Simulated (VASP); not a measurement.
# Ga (Im-3m) in VASP: a series of runs

Runs on Ga. Level: LDA. Tasks: single point.

All numbers are computed with VASP 6.6.1; they aren't measurements. Logs are shortened: lines on timing, memory, paths and dates and some standing lists are left out, and cuts for length are marked.

## Step 1: The cell of the first run

The structure is cubic, space group Im-3m (No. 229). Conventional cell: a = 2.870 Å, b = 2.870 Å, c = 2.870 Å, α = 90.00°, β = 90.00°, γ = 90.00°. Within 3.3 Å of Ga (site symmetry m-3m) lie 14 Ga at 2.49 to 2.87 Å.

## Step 2: Single point, LDA (volume scaled by 0.68)

The input, INCAR:

```
PREC = Accurate ; ENCUT = 520
EDIFF = 1E-7 ; ISMEAR = -1
SIGMA = 0.05 ; LREAL = F
LASPH = T ; NELM = 100
ALGO = Normal ; ISIF = 2
LWAVE = F ; LCHARG = F
GGA = CA ; NBANDS = 12
```

The input, KPOINTS:

```
Automatic mesh
0
Gamma
  16 16 16
```

The input, POSCAR:

```
Ga
1.0
   -1.4352138863      1.4352138863      1.4352138863
    1.4352138863     -1.4352138863      1.4352138863
    1.4352138863      1.4352138863     -1.4352138863
Ga
1
Direct
    0.0000000000      0.0000000000      0.0000000000
```

Potentials or basis: VASP PAW LDA potentials, release 64 (Ga_d).

The run is started by

```
cat potpaw_LDA.64/Ga_d/POTCAR > POTCAR
mpirun -np 1 vasp_std > vasp.out
```

OUTCAR:

```text
PREC = Accurate
   ENCUT = 520
   EDIFF = 1E-7
   ISMEAR = -1
   LREAL = F
   LASPH = T
   NELM = 100
   ISIF = 2
   GGA = CA

 ion  position               nearest neighbor table
   1  0.000  0.000  0.000-

  LATTYP: Found a body centered cubic cell.
 ALAT       =     2.8704277726

  Lattice vectors:

 A1 = (  -1.4352138863,   1.4352138863,   1.4352138863)
 A2 = (   1.4352138863,  -1.4352138863,   1.4352138863)
 A3 = (   1.4352138863,   1.4352138863,  -1.4352138863)

Analysis of symmetry for initial positions (statically):
=====================================================================
 Subroutine PRICEL returns:
 Original cell was already a primitive cell.

 Routine SETGRP: Setting up the symmetry group for a
 body centered cubic supercell.

 Subroutine GETGRP returns: Found 48 space group operations
 (whereof 48 operations were pure point group operations)
 out of a pool of 48 trial point group operations.

The static configuration has the point symmetry O_h .

Analysis of symmetry for dynamics (positions and initial velocities):
=====================================================================
 Subroutine PRICEL returns:
 Original cell was already a primitive cell.

 Routine SETGRP: Setting up the symmetry group for a
 body centered cubic supercell.

 Subroutine GETGRP returns: Found 48 space group operations
 (whereof 48 operations were pure point group operations)
 out of a pool of 48 trial point group operations.

The dynamic configuration has the point symmetry O_h .

 Subroutine INISYM returns: Found 48 space group operations
 (whereof 48 operations are pure point group operations),
 and found     1 'primitive' translations

----------------------------------------------------------------------------------------

                                     Primitive cell

  volume of cell :      11.8252

  direct lattice vectors                    reciprocal lattice vectors
    -1.435213886  1.435213886  1.435213886     0.000000000  0.348380130  0.348380130
     1.435213886 -1.435213886  1.435213886     0.348380130  0.000000000  0.348380130
     1.435213886  1.435213886 -1.435213886     0.348380130  0.348380130  0.000000000

  length of vectors
     2.485863371  2.485863371  2.485863371     0.492683904  0.492683904  0.492683904

  position of ions in fractional coordinates (direct lattice)
     0.000000000  0.000000000  0.000000000

  ion indices of the primitive-cell ions
[... 80 lines left out ...]
   ISIF   =      2    stress and relaxation
   ISYM   =      2    0-nonsym 1-usesym 2-fastsym
   POTIM  = 0.5000    time-step for ionic-motion
   TEBEG  =    0.0;   TEEND  =   0.0 temperature during run
   PSTRESS=    0.0 pullay stress
   NELECT =      13.0000    total number of electrons
   NUPDOWN=      -1.0000    fix difference up-down
   EMIN   =  10.00;   EMAX   =-10.00  energy-range for DOS
   EFERMI =   0.00;   METHOD = LEGACY
   ISMEAR =    -1;   SIGMA  =   0.05  broadening in eV -4-tet -1-fermi 0-gaus
   EFERMI_NEDOS =   21; number of points for ismear=-14 and -15
   IALGO  =     38    algorithm
   IMIX   =      4    mixing-type and parameters
     AMIX     =   0.40;   BMIX     =  1.00
     AMIX_MAG =   1.60;   BMIX_MAG =  1.00
  volume/ion in A,a.u.               =      11.83        79.80
  Fermi-wavevector in a.u.,A,eV,Ry     =   1.689608  3.192896 38.841580  2.854776
  Thomas-Fermi vector in A             =   2.771704
   LORBIT       =      0    0 simple, 1 ext, 2 COOP (PROOUT), +10 PAW based schemes
   GGA     = CA    functional components
   LHFCALC =     F    Hartree Fock is set to
   AEXX    =    0.0000 exact exchange contribution
   IVDW    =     0    specifies the selected vdW correction
   LEPSILON=     F    determine dielectric tensor
   LRPA    =     F    only Hartree local field effects (RPA)
 non-spin polarized calculation
  energy-cutoff  :      520.00
  volume of cell :       11.83
 maximum number of plane-waves:       330
   NGX =  9   NGY =  9   NGZ =  9

 number of electron      13.0000015 magnetization

 Free energy of the ion-electron system (eV)
  ---------------------------------------------------
  ext. energy  EPLUGINS =         0.00000000
  ---------------------------------------------------
  free energy    TOTEN  =        -2.78018738 eV

  energy without entropy =       -2.77786863  energy(sigma->0) =       -2.77902800

 E-fermi :  10.9747     XC(G=0): -13.9439

 val. band max:       10.8838656585   @ k =  -0.3750   0.3750   0.0625
 cond. band min:      11.0254273631   @ k =   0.3125   0.0625   0.0625
 fundamental gap:      0.1415617045
 Fermi energy:        10.9747120151

 k-point     1 :       0.0000    0.0000    0.0000
  band No.  band energies     occupation
      1      -5.1133      2.00000
      2      -5.1133      2.00000
      3      -5.1133      2.00000
      4      -4.6304      2.00000
      5      -4.5792      2.00000
      6      -4.5792      2.00000
      7      30.2388      0.00000
      8      30.2388      0.00000
      9      30.2388      0.00000
     10      31.7942      0.00000
     11      31.7942      0.00000
     12      31.7942      0.00000
[... 331 lines left out ...]
 k-point    24 :       0.2500    0.1875    0.0000
  band No.  band energies     occupation
      1      -5.3456      2.00000
      2      -5.1867      2.00000
      3      -4.7107      2.00000
      4      -4.6620      2.00000
      5      -4.4877      2.00000
      6       1.1799      2.00000
      7      13.1483      0.00000
      8      15.3926      0.00000
      9      21.8382      0.00000
     10      29.6743      0.00000
     11      31.9014      0.00000
     12      36.2495      0.00000

 [... further k-points ...]

------------------------ aborting loop because EDIFF is reached ----------------------------------------

  FORCE on cell =-STRESS in cart. coord.  units (eV):
  Direction    XX          YY          ZZ          XY          YZ          ZX
  --------------------------------------------------------------------------------------
  -------------------------------------------------------------------------------------
  Total        4.6534775      4.6534775      4.6534775      0.0000000      0.0000000      0.0000000
  in kB      630.4901837    630.4901837    630.4901837      0.0000000      0.0000000      0.0000000
  external PRESSURE =     630.4901837 kB  Pullay stress =       0.0000000 kB

 VOLUME and BASIS-vectors are now :
 -----------------------------------------------------------------------------
  energy-cutoff  :      520.00
  volume of cell :       11.83
      direct lattice vectors                 reciprocal lattice vectors
    -1.435213886  1.435213886  1.435213886     0.000000000  0.348380130  0.348380130
     1.435213886 -1.435213886  1.435213886     0.348380130  0.000000000  0.348380130
     1.435213886  1.435213886 -1.435213886     0.348380130  0.348380130  0.000000000

 POSITION                                       TOTAL-FORCE (eV/Angst)
 -----------------------------------------------------------------------------------
      0.00000      0.00000      0.00000        -0.000000      0.000000      0.000000
 -----------------------------------------------------------------------------------
    total drift:                                0.000000      0.000000      0.000000

  FREE ENERGIE OF THE ION-ELECTRON SYSTEM (eV)
  ---------------------------------------------------
  free  energy   TOTEN  =        -2.7801873794 eV

  energy  without entropy=       -2.7778686298  energy(sigma->0) =       -2.77902800
```

OSZICAR:

```text
N       E                     dE             d eps       ncg     rms          rms(c)
DAV:   1     0.376057038652E+02    0.37606E+02   -0.64429E+03  4056   0.213E+03
DAV:   2    -0.150932337858E+01   -0.39115E+02   -0.37352E+02  3640   0.247E+02
DAV:   3    -0.286374753057E+01   -0.13544E+01   -0.13510E+01  3976   0.401E+01
DAV:   4    -0.287125449212E+01   -0.75070E-02   -0.75057E-02  4028   0.299E+00
DAV:   5    -0.287131583410E+01   -0.61342E-04   -0.61341E-04  4024   0.262E-01    0.156E+00
DAV:   6    -0.280346024463E+01    0.67856E-01   -0.76763E-02  4156   0.767E+00    0.723E-01
DAV:   7    -0.278245526525E+01    0.21005E-01   -0.12862E-02  4224   0.251E+00    0.164E-01
DAV:   8    -0.278018984858E+01    0.22654E-02   -0.15079E-03  3940   0.711E-01    0.999E-03
DAV:   9    -0.278018691276E+01    0.29358E-05   -0.12501E-05  4244   0.673E-02    0.426E-03
DAV:  10    -0.278018737791E+01   -0.46515E-06   -0.56676E-07  3948   0.101E-02    0.305E-04
DAV:  11    -0.278018737942E+01   -0.15107E-08   -0.16840E-08  2704   0.133E-03
   1 F= -.27801874E+01 E0= -.27790280E+01  d E =-.231875E-02
```

Run time: 5.9 s. Hardware: 1 thread of Intel Xeon 6975P-C (Granite Rapids), shared host; peak memory 0.12 GiB.

Results:

| Item | Value |
| --- | --- |
| Free energy | -2.7802 eV |
| Pressure | 63.0 GPa |

## Step 3: Single point, LDA (volume scaled by 0.76)

The input, INCAR:

```
ALGO = Normal
EDIFF = 1E-6
ENCUT = 520
GGA = CA
ISIF = 2
ISMEAR = -1
LASPH = True
LCHARG = True
LELF = True
LREAL = False
LVHAR = True
LWAVE = False
NBANDS = 12
NELM = 100
PREC = Accurate
SIGMA = 0.05
```

The input, KPOINTS:

```
k-points
0
Gamma
  16 16 16
```

The input, POSCAR:

```
Ga
1.0
   -1.4894234511      1.4894234511      1.4894234511
    1.4894234511     -1.4894234511      1.4894234511
    1.4894234511      1.4894234511     -1.4894234511
Ga
1
Direct
    0.0000000000      0.0000000000      0.0000000000
```

Potentials or basis: VASP PAW LDA potentials, release 64 (Ga_d).

The run is started by

```
cat potpaw_LDA.64/Ga_d/POTCAR > POTCAR
mpirun -np 1 vasp_std > vasp.out
```

Run time: 6.6 s. Hardware: 1 thread of Intel Xeon 6975P-C (Granite Rapids), shared host; peak memory 0.13 GiB.

The run converged. Its results:

* Free energy: -3.1917 eV
* Pressure: 34.2 GPa

Levels at points of the mesh, in eV from the Fermi level:
| k point | band 2 | band 3 | band 4 | band 5 | band 6 | band 7 | band 8 | band 9 | band 10 | band 11 |
| --- | --- | --- | --- | --- | --- | --- | --- | --- | --- | --- |
| (0.00, 0.00, 0.00) | -15.69 | -15.69 | -15.27 | -15.27 | -14.32 | 17.38 | 17.38 | 17.38 | 20.15 | 20.15 |
| (0.50, 0.00, 0.00) | -15.91 | -15.29 | -15.26 | -15.00 | -5.70 | -4.73 | 9.14 | 11.06 | 13.67 | 15.38 |
| (0.50, 0.50, 0.50) | -16.02 | -15.07 | -15.07 | -15.07 | 1.58 | 1.58 | 1.58 | 4.77 | 6.29 | 6.29 |
